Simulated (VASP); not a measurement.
## InSe: single point with PBE

InSe:

```xyz
4
Lattice="5.7419 -2.0624 -0.1306 5.7419 2.0624 -0.1306 -1.6623 0.0000 5.4604" Properties=species:S:1:pos:R:3 pbc="T T T"
In   10.1078    0.0495    0.0591
In   -0.2864    0.0495    5.1400
Se    6.4963   -0.0720    3.6220
Se    3.3251   -0.0720    1.5771
```

This cell differs from its parent crystal: atoms displaced along a vibrational mode.

```json
{
 "Program": "VASP 6.6.1",
 "Task": "single point",
 "Functional": "PBE",
 "Potentials or basis": "VASP PAW PBE potentials, release 64 (In_d, Se)",
 "Cutoff": "520 eV",
 "k mesh": "8 × 8 × 6",
 "Occupations": "gaussian, width 0.05 eV",
 "Spin": "no spin polarisation",
 "Dipole correction": "no",
 "Further INCAR settings": "ALGO = Normal; EDIFF = 1e-06; NBANDS = 27"
}
```

```yaml
Pressure: 0.3 GPa
Largest_force: 0.515 eV/Å
Band_gap_on_the_k_mesh: 1.08 eV (least direct gap 1.22 eV)
```

Forces in eV/Å, atoms in the order of the input:
```
In   0.075 -0.501 -0.093
In  -0.075 -0.501  0.093
Se   0.075  0.501 -0.091
Se  -0.075  0.501  0.091
```

Stress tensor (GPa, compression positive):
```
 0.16  0.00 -0.26
 0.00  0.42  0.00
-0.26  0.00  0.31
```

Levels at points of the mesh, in eV from the valence-band top:
```csv
k point,band 15,band 16,band 17,band 18,band 19,band 20,band 21,band 22,band 23,band 24
"(0.00, 0.00, 0.00)",-3.40,-2.04,-1.88,-1.15,-1.11,2.13,2.52,3.18,4.57,5.40
"(0.50, 0.00, 0.00)",-2.55,-2.38,-2.10,-1.90,-1.17,1.51,2.32,3.59,3.94,4.30
"(0.50, 0.50, 0.00)",-2.50,-2.19,-1.42,-0.85,0.00,1.49,2.46,3.75,3.78,5.19
"(0.00, 0.00, 0.50)",-2.43,-1.82,-1.51,-1.18,-0.78,1.08,1.75,3.37,4.17,5.82
"(0.50, 0.00, 0.50)",-3.00,-2.76,-2.08,-1.93,-1.22,2.31,2.94,3.59,4.46,5.38
"(0.50, 0.50, 0.50)",-2.45,-1.84,-1.23,-1.07,-0.31,1.87,2.68,3.66,4.93,5.23
```

Wall time 3.7 min on 1 thread of Intel(R) Xeon(R) 6975P-C (Granite Rapids), with other jobs on the host, peak memory 0.53 GiB.

Caveat: the cell differs from its parent crystal (atoms displaced along a vibrational mode); spin-orbit coupling is left out, which moves the levels of the heavy elements. A k mesh can miss the band edges.
